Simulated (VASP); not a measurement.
# InPd (Pm-3m) in VASP: notebook, part 2 of 2

VASP 6.6.1.

## 3. Single point, BLYP+D4

This run uses another cell than the first one, of 18.01 Å³/atom, 1.029 times its volume.

File INCAR:

```
AGGAC = 1.0
AGGAX = 1.0
ALDAC = 0.0
ALDAX = 1.0
ALGO = Normal
EDIFF = 1E-7
ENCUT = 520
GGA = B5
ISIF = 2
ISMEAR = -1
IVDW = 13
LASPH = T
LCHARG = F
LREAL = F
LWAVE = F
NBANDS = 18
NELM = 100
PREC = Accurate
SIGMA = 0.05
VDW_A1 = 0.44488865
VDW_A2 = 4.0933009
VDW_S6 = 1.0
VDW_S8 = 2.34076671
```

File KPOINTS:

```
k-points
0
Gamma
  8 8 8
```

File POSCAR:

```
InPd
1.0
    3.3027106756      0.0000000000      0.0000000000
    0.0000000000      3.3027106756      0.0000000000
    0.0000000000      0.0000000000      3.3027106756
In Pd
1 1
Direct
    0.0000000000      0.0000000000      0.0000000000
    0.5000000000      0.5000000000      0.5000000000
```

Potentials or basis: VASP PAW PBE potentials, release 64 (In_d, Pd).

Started as:

```sh
$ cat potpaw_PBE.64/In_d/POTCAR potpaw_PBE.64/Pd/POTCAR > POTCAR
$ mpirun -np 1 vasp_std > vasp.out
```

OUTCAR:

```text
EDIFF = 1E-7
   ENCUT = 520
   GGA = B5
   ISIF = 2
   ISMEAR = -1
   IVDW = 13
   LASPH = T
   LREAL = F
   NELM = 100
   PREC = Accurate

 ion  position               nearest neighbor table
   1  0.000  0.000  0.000-   2 2.86   2 2.86   2 2.86   2 2.86   2 2.86   2 2.86   2 2.86   2 2.86

   2  0.500  0.500  0.500-   1 2.86   1 2.86   1 2.86   1 2.86   1 2.86   1 2.86   1 2.86   1 2.86

  LATTYP: Found a simple cubic cell.
 ALAT       =     3.3027106756

  Lattice vectors:

 A1 = (   3.3027106756,   0.0000000000,   0.0000000000)
 A2 = (   0.0000000000,   3.3027106756,   0.0000000000)
 A3 = (   0.0000000000,   0.0000000000,   3.3027106756)

Analysis of symmetry for initial positions (statically):
=====================================================================
 Subroutine PRICEL returns:
 Original cell was already a primitive cell.

 Routine SETGRP: Setting up the symmetry group for a
 simple cubic supercell.

 Subroutine GETGRP returns: Found 48 space group operations
 (whereof 48 operations were pure point group operations)
 out of a pool of 48 trial point group operations.

The static configuration has the point symmetry O_h .

Analysis of symmetry for dynamics (positions and initial velocities):
=====================================================================
 Subroutine PRICEL returns:
 Original cell was already a primitive cell.

 Routine SETGRP: Setting up the symmetry group for a
 simple cubic supercell.

 Subroutine GETGRP returns: Found 48 space group operations
 (whereof 48 operations were pure point group operations)
 out of a pool of 48 trial point group operations.

The dynamic configuration has the point symmetry O_h .

 Subroutine INISYM returns: Found 48 space group operations
 (whereof 48 operations are pure point group operations),
 and found     1 'primitive' translations

[... 108 lines left out ...]
   EFERMI =   0.00;   METHOD = LEGACY
   ISMEAR =    -1;   SIGMA  =   0.05  broadening in eV -4-tet -1-fermi 0-gaus
   EFERMI_NEDOS =   21; number of points for ismear=-14 and -15
   IALGO  =     38    algorithm
   IMIX   =      4    mixing-type and parameters
     AMIX     =   0.40;   BMIX     =  1.00
     AMIX_MAG =   1.60;   BMIX_MAG =  1.00
  volume/ion in A,a.u.               =      18.01       121.56
  Fermi-wavevector in a.u.,A,eV,Ry     =   1.409657  2.663866 27.036600  1.987134
  Thomas-Fermi vector in A             =   2.531691
   LORBIT       =      0    0 simple, 1 ext, 2 COOP (PROOUT), +10 PAW based schemes
   GGA     = B5    functional components
   LHFCALC =     F    Hartree Fock is set to
   AEXX    =    0.0000 exact exchange contribution
   IVDW    =    13    specifies the selected vdW correction
   LEPSILON=     F    determine dielectric tensor
   LRPA    =     F    only Hartree local field effects (RPA)
 non-spin polarized calculation
  energy-cutoff  :      520.00
  volume of cell :       36.03
 maximum number of plane-waves:       992
 NGX is ok and might be reduce to    28
   NGX = 13   NGY = 13   NGZ = 13

 number of electron      23.0000003 magnetization

 Free energy of the ion-electron system (eV)
  ---------------------------------------------------
  ext. energy  EPLUGINS =         0.00000000
  ---------------------------------------------------
  free energy    TOTEN  =        -6.91817291 eV

  energy without entropy =       -6.90681480  energy(sigma->0) =       -6.91249385

 E-fermi :  10.5206     XC(G=0): -11.4695

 val. band max:       10.4599731298   @ k =   0.3750   0.2500   0.1250
 cond. band min:      10.5372434861   @ k =   0.5000   0.5000   0.3750
 fundamental gap:      0.0772703563
 Fermi energy:        10.5206392348

 k-point     1 :       0.0000    0.0000    0.0000
  band No.  band energies     occupation
      1      -4.4291      2.00000
      2      -4.4291      2.00000
      3      -4.0608      2.00000
      4      -4.0608      2.00000
      5      -4.0608      2.00000
      6       0.7982      2.00000
[... 481 lines left out ...]
      5      -3.9168      2.00000
      6       4.5868      2.00000
[... 10 lines left out ...]
     17      21.6438      0.00000
     18      23.4713      0.00000

 [... further k-points ...]

------------------------ aborting loop because EDIFF is reached ----------------------------------------

  DFT-D4 for vdW energy calculation

  Edisp (eV):   -1.73742

  FORCE on cell =-STRESS in cart. coord.  units (eV):
  Direction    XX          YY          ZZ          XY          YZ          ZX
  --------------------------------------------------------------------------------------
  -------------------------------------------------------------------------------------
  Total       0.06300     0.06300     0.06300    -0.00000     0.00000    -0.00000
  in kB       2.80183     2.80183     2.80183    -0.00000     0.00000    -0.00000
  external pressure =        2.80 kB  Pullay stress =        0.00 kB

 VOLUME and BASIS-vectors are now :
 -----------------------------------------------------------------------------
  energy-cutoff  :      520.00
  volume of cell :       36.03
      direct lattice vectors                 reciprocal lattice vectors
     3.302710676  0.000000000  0.000000000     0.302781593  0.000000000  0.000000000
     0.000000000  3.302710676  0.000000000     0.000000000  0.302781593  0.000000000
     0.000000000  0.000000000  3.302710676     0.000000000  0.000000000  0.302781593

 POSITION                                       TOTAL-FORCE (eV/Angst)
 -----------------------------------------------------------------------------------
      0.00000      0.00000      0.00000         0.000000      0.000000      0.000000
      1.65136      1.65136      1.65136         0.000000      0.000000      0.000000
 -----------------------------------------------------------------------------------
    total drift:                               -0.000000      0.000000      0.000000

  FREE ENERGIE OF THE ION-ELECTRON SYSTEM (eV)
  ---------------------------------------------------
  free  energy   TOTEN  =        -8.6555948562 eV

  energy  without entropy=       -8.6442367389  energy(sigma->0) =       -8.64991580
```

Run time: 33 s. Hardware: 1 thread of Intel Xeon Platinum 8259CL at 2.50GHz (Skylake/Cascade Lake), shared host; peak memory 0.17 GiB.

What came out:

```
Free energy                : -8.6556 eV
Pressure                   : 0.3 GPa
Dispersion energy per atom : -0.869 eV
```

Caveat: the PAW data sets were made with another functional, which shifts forces and pressure a little; spin-orbit coupling is left out, which moves the levels of the heavy elements; pairwise dispersion overbinds metals, which lowers pressure and volume.

## 4. Relaxation of cell and atoms, BLYP+D4

File INCAR:

```
  PREC = Accurate
  ENCUT = 600
  EDIFF = 1E-7
  ISMEAR = -1
  SIGMA = 0.05
  LREAL = F
  LASPH = T
  NELM = 100
  ALGO = Normal
  ISIF = 3
  LWAVE = F
  LCHARG = F
  GGA = B5
  ALDAX = 1.0
  AGGAX = 1.0
  AGGAC = 1.0
  ALDAC = 0.0
  IVDW = 13
  VDW_S6 = 1.0
  VDW_S8 = 2.34076671
  VDW_A1 = 0.44488865
  VDW_A2 = 4.0933009
  IBRION = 2
  NSW = 60
  EDIFFG = -0.01
```

File KPOINTS:

```
regular mesh
0
Gamma
  8 8 8
```

File POSCAR:

```
InPd
1.0
    3.2718847800      0.0000000000      0.0000000000
    0.0000000000      3.2718847800      0.0000000000
    0.0000000000      0.0000000000      3.2718847800
In Pd
1 1
Direct
    0.0000000000      0.0000000000      0.0000000000
    0.5000000000      0.5000000000      0.5000000000
```

Started as:

```sh
$ cat potpaw_PBE.64/In_d/POTCAR potpaw_PBE.64/Pd/POTCAR > POTCAR
$ mpirun -np 1 vasp_std > vasp.out
```

It took 76 s on 1 thread of Intel Xeon Platinum 8259CL at 2.50GHz (Skylake/Cascade Lake), shared host; peak memory 0.18 GiB.

The run converged. Its results:

```yaml
Free_energy: -8.6556 eV
Relaxed_volume: 18.07 Å³/atom
Relaxed_cell: a = 3.306 Å, b = 3.306 Å, c = 3.306 Å, α = 90.00°, β = 90.00°, γ = 90.00°
Space_group_after_relaxing_to_0.05_Å: Pm-3m (No. 221)
Energy_gained_by_relaxing: 5.9 meV/atom
Ionic_steps: 3
Pressure_after_relaxing: 0.0 GPa
Dispersion_energy_per_atom: -0.866 eV
```

Step by step:
```csv
step,energy change (eV),largest force (eV/Å),pressure (GPa),volume (Å³)
1,0.0000,0.0000,3.59,35.03
2,-0.0049,0.0000,-2.34,37.05
3,-0.0118,0.0000,-0.01,36.14
```

Final structure:
```
CELL_PARAMETERS angstrom
3.30612 0.00000 0.00000
0.00000 3.30612 0.00000
0.00000 0.00000 3.30612
ATOMIC_POSITIONS crystal
In 0.00000 0.00000 0.00000
Pd 0.50000 0.50000 0.50000
```

Levels at points of the mesh, in eV from the Fermi level:
```tsv
k point	band 7	band 8	band 9	band 10	band 11	band 12	band 13	band 14	band 15
(0.00, 0.00, 0.00)	-3.60	-3.60	-2.17	-2.17	-2.17	4.23	4.23	4.23	8.86
(0.50, 0.00, 0.00)	-5.63	-3.57	-3.09	-3.09	-2.23	-1.06	9.27	9.27	10.17
(0.50, 0.50, 0.00)	-3.30	-2.55	-2.55	-2.00	-2.00	-1.62	1.26	2.45	9.14
(0.50, 0.50, 0.50)	-4.59	-4.59	-1.59	-1.59	-0.39	4.02	4.02	4.02	4.40
```

Caveat: the PAW data sets were made with another functional, which shifts forces and pressure a little; spin-orbit coupling is left out, which moves the levels of the heavy elements; pairwise dispersion overbinds metals, which lowers pressure and volume.

## 5. Single point, PBE

File INCAR:

```
PREC = Accurate
ENCUT = 520
EDIFF = 1E-6
ISMEAR = 0
SIGMA = 0.05
LREAL = F
LASPH = T
NELM = 100
ALGO = Fast
ISIF = 2
LWAVE = F
LCHARG = F
GGA = PE
NBANDS = 18
```

File KPOINTS:

```
Automatic mesh
0
Gamma
  7 7 7
```

POSCAR is that of step 4.

Started as:

```sh
$ cat potpaw_PBE.64/In_d/POTCAR potpaw_PBE.64/Pd/POTCAR > POTCAR
$ mpirun -np 1 vasp_std > vasp.out
```

Run time: 8.8 s. Hardware: 1 thread of Intel Xeon Platinum 8259CL at 2.50GHz (Skylake/Cascade Lake), shared host; peak memory 0.14 GiB.

The run converged. Its results:

- Free energy: -8.7466 eV
- Pressure: 4.1 GPa

Levels at points of the mesh, in eV from the Fermi level:
```
           k point  band 7  band 8  band 9  band 10  band 11  band 12  band 13  band 14  band 15  band 16
(0.00, 0.00, 0.00)   -4.08   -4.08   -2.53    -2.53    -2.53     3.98     3.98     3.98     9.19    10.34
```

Caveat: spin-orbit coupling is left out, which moves the levels of the heavy elements.

## 6. Single point, PBE

File INCAR:

```
SYSTEM = InPd
ALGO = Normal
EDIFF = 1E-6
ENCUT = 520
GGA = PE
ISIF = 2
ISMEAR = 0
LASPH = .True.
LCHARG = .True.
LELF = .True.
LREAL = .False.
LVHAR = .True.
LWAVE = .False.
NBANDS = 18
NELM = 100
PREC = Accurate
SIGMA = 0.025
```

File KPOINTS:

```
k-points
0
Gamma
  7 7 7
  0 0 0
```

POSCAR is that of step 5.

Potentials or basis: VASP PAW PBE potentials, release 64 (In_d, Pd).

Started as:

```sh
$ cat potpaw_PBE.64/In_d/POTCAR potpaw_PBE.64/Pd/POTCAR > POTCAR
$ mpirun -np 1 vasp_std > vasp.out
```

It took 7 s on 1 thread of Intel Xeon Platinum 8259CL at 2.50GHz (Skylake/Cascade Lake), shared host; peak memory 0.14 GiB.

It converged, with:

```
Free energy : -8.7459 eV
Pressure    : 4.3 GPa
```

Levels at points of the mesh, in eV from the Fermi level:
```
           k point  band 9  band 10  band 11  band 12  band 13  band 14
(0.00, 0.00, 0.00)   -2.55    -2.55    -2.55     3.97     3.97     3.97
```

Caveat: spin-orbit coupling is left out, which moves the levels of the heavy elements.

## 7. The runs side by side

| task | level | cell | k mesh | cutoff (eV) | smearing | gap on the mesh (eV) | pressure (GPa) |
| --- | --- | --- | --- | --- | --- | --- | --- |
| single point | PBE | a = 3.272 Å, 2 atoms | 8 × 8 × 8 | 520 | gaussian 0.028 eV | none | 3.7 |
| single point | BLYP+D4 | a = 3.303 Å, 2 atoms | 8 × 8 × 8 | 520 | fermi-dirac 0.05 eV | none | 0.3 |
| relaxation of cell and atoms | BLYP+D4 | relaxed from a = 3.272 Å, 2 atoms | 8 × 8 × 8 | 600 | fermi-dirac 0.05 eV | none | 0.0 |
| single point | PBE | a = 3.272 Å, 2 atoms | 7 × 7 × 7 | 520 | gaussian 0.05 eV | none | 4.1 |
| single point | PBE | a = 3.272 Å, 2 atoms | 7 × 7 × 7 | 520 | gaussian 0.025 eV | none | 4.3 |

Alike in all rows: potentials or basis VASP PAW PBE potentials, release 64 (In_d, Pd); no spin polarisation.

Every run on the cell as given and a fine mesh finds a metal.

Caveats: spin-orbit coupling is left out, which moves the levels of the heavy elements; the PAW data sets were made with another functional, which shifts forces and pressure a little (some runs); pairwise dispersion overbinds metals, which lowers pressure and volume (some runs).

Absolute energies hang on the potentials; compare differences alone.
